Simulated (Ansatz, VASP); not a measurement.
# One calculation of AlN, two programs

File POSCAR:

```
AlN
1.0
    3.1138126658      0.0000000000      0.0000000000
   -1.5569063329      2.6966408712      0.0000000000
    0.0000000000      0.0000000000      4.9833864552
Al N
2 2
Direct
    0.3333333333      0.6666666667     -0.0009968573
    0.6666666667      0.3333333333      0.4990031427
    0.3333333333      0.6666666667      0.3809968573
    0.6666666667      0.3333333333      0.8809968573
```

The input INCAR.step1:

```
SYSTEM = AlN
PREC = Accurate ; ENCUT = 520
EDIFF = 1E-5 ; ISMEAR = 0
SIGMA = 0.01 ; LREAL = .FALSE.
LASPH = .TRUE. ; NELM = 100
ALGO = Normal ; ISIF = 2
LWAVE = .TRUE. ; NBANDS = 16
GGA = PE
```

The input INCAR.step2:

```
SYSTEM = AlN
PREC = Accurate ; ENCUT = 520
EDIFF = 1E-6 ; ISMEAR = 0
SIGMA = 0.01 ; LREAL = .FALSE.
LASPH = .TRUE. ; NELM = 100
ALGO = Normal ; ISIF = 2
LWAVE = .FALSE. ; LCHARG = .TRUE.
GGA = PE ; LHFCALC = .TRUE.
HFSCREEN = 0.2079 ; PRECFOCK = Normal
LELF = .TRUE. ; LVHAR = .TRUE.
NBANDS = 16 ; ISTART = 1
```

File KPOINTS:

```
Automatic mesh
0
G
  6 6 4
  0 0 0
```

Input for Ansatz:

```yaml
crystal:
  lattice:
    - [3.1138126658, 0.0, 0.0]
    - [-1.5569063329, 2.6966408712, 0.0]
    - [0.0, 0.0, 4.9833864552]
  atoms:
    - { symbol: Al, position: [0.3333333333, 0.6666666667, -0.0009968573] }
    - { symbol: Al, position: [0.6666666667, 0.3333333333, 0.4990031427] }
    - { symbol: "N", position: [0.3333333333, 0.6666666667, 0.3809968573] }
    - { symbol: "N", position: [0.6666666667, 0.3333333333, 0.8809968573] }
basis:
  ecutwfc: 420
kpoints:
  mp_grid: { grid: [6, 6, 4] }
  band_path:
    path:
      - [0.0, 0.0, 0.0]
      - [0.5, 0.0, 0.0]
      - [0.3333333333, 0.3333333333, 0.0]
      - [0.0, 0.0, 0.5]
      - [0.5, 0.0, 0.5]
      - [0.3333333333, 0.3333333333, 0.5]
    npoints: 1
hamiltonian:
  xc: hse06
scf:
  occupations: { method: fixed }
  n_extra_bands: 5
output:
  eigenvalues: true
```

Alike in both runs: task single point; functional HSE06; k mesh 6 × 6 × 4; no spin polarisation.

|  | VASP | Ansatz |
| --- | --- | --- |
| version | VASP 6.6.1 | Ansatz 0.2.0 |
| potentials or method | VASP PAW PBE potentials, release 64 (Al, N), cutoff 520 eV | scalar-relativistic, plane waves, PAW |
| occupations | gaussian, width 0.01 eV | fixed |
| valence electrons in the cell | 16 | 16 |

VASP gave:

```
gap on the k mesh at the Fermi level (eV) : 5.53
least direct gap on the mesh (eV)         : 5.53
```

Problem. What did Ansatz give for the same quantities?

Solution. gap on the k mesh at the Fermi level (eV): 5.54; least direct gap on the mesh (eV): 5.54.
